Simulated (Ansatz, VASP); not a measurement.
This is a calculation of MnO for Ansatz 0.2.0.

Contents of input.yaml:

```yaml
crystal:
  lattice:
    - [0.0, 2.2239077028, 2.2239077028]
    - [2.2239077028, 0.0, 2.2239077028]
    - [2.2239077028, 2.2239077028, 0.0]
  atoms:
    - { symbol: Mn, position: [0.0, 0.0, 0.0], spin: 4.0 }
    - { symbol: O, position: [0.5, 0.5, 0.5] }
kpoints:
  mp_grid: { grid: [10, 10, 10] }
scf:
  occupations: { method: fermi_dirac, width: 0.05 }
hamiltonian:
  xc: lda
  pseudopotentials: { kind: all_electron, lapw: { basis_error: 0.001 } }
magnetization:
  spin_polarized: true
output:
  forces: true
  stress: true
  eigenvalues: true
```

Potentials or basis: all-electron LAPW, scalar-relativistic.

Command:

```sh
$ ansatz run input.yaml --threads 2 --pin off --max-ram 6144MiB --backend cpu --events-out ev --progress --plain --runs-dir out
```

Task: Translate it to VASP 6.6.1. Potentials there: VASP PAW LDA potentials, release 64 (Mn_pv, O).

Result: As run (the cutoff follows the program's own potentials):

Contents of INCAR:

```
  ALGO = Normal
  EDIFF = 1E-6
  ENCUT = 520
  ISIF = 2
  ISMEAR = -1
  ISPIN = 2
  LASPH = True
  LCHARG = False
  LMAXMIX = 4
  LORBIT = 11
  LREAL = False
  LWAVE = False
  MAGMOM = 4 0
  NBANDS = 20
  NELM = 150
  PREC = Accurate
  SIGMA = 0.05
```

File KPOINTS:

```
k-points
0
Gamma
  10 10 10
```

Contents of POSCAR:

```
MnO
1.0
    0.0000000000      2.2239077028      2.2239077028
    2.2239077028      0.0000000000      2.2239077028
    2.2239077028      2.2239077028      0.0000000000
Mn O
1 1
Direct
    0.0000000000      0.0000000000      0.0000000000
    0.5000000000      0.5000000000      0.5000000000
```

Potentials or basis: VASP PAW LDA potentials, release 64 (Mn_pv, O).

Command:

```bash
$ cat potpaw_LDA.64/Mn_pv/POTCAR potpaw_LDA.64/O/POTCAR > POTCAR
$ mpirun -np 1 vasp_std > vasp.out
```

Both were run:

|  | VASP | Ansatz | Ansatz less VASP |
| --- | --- | --- | --- |
| gap on the k mesh at the Fermi level (eV) | none | none | - |
| pressure (GPa) | -17.8 | -16.6 | +1.21 |
| net moment per atom (μB) | 2.26 | 2.30 | +0.038 |
| size of the moment on the site where the two differ most (μB) | 4.11 | 4.17 | +0.057 |

LDA's correlation is that of Perdew and Zunger in VASP and of Perdew and Wang (1992) in Ansatz. Site moments also hang on the region over which each program counts them. A gap of «none» marks a metal or a gap that the smearing closes. Ansatz ran all-electron here, and VASP with PAW potentials.
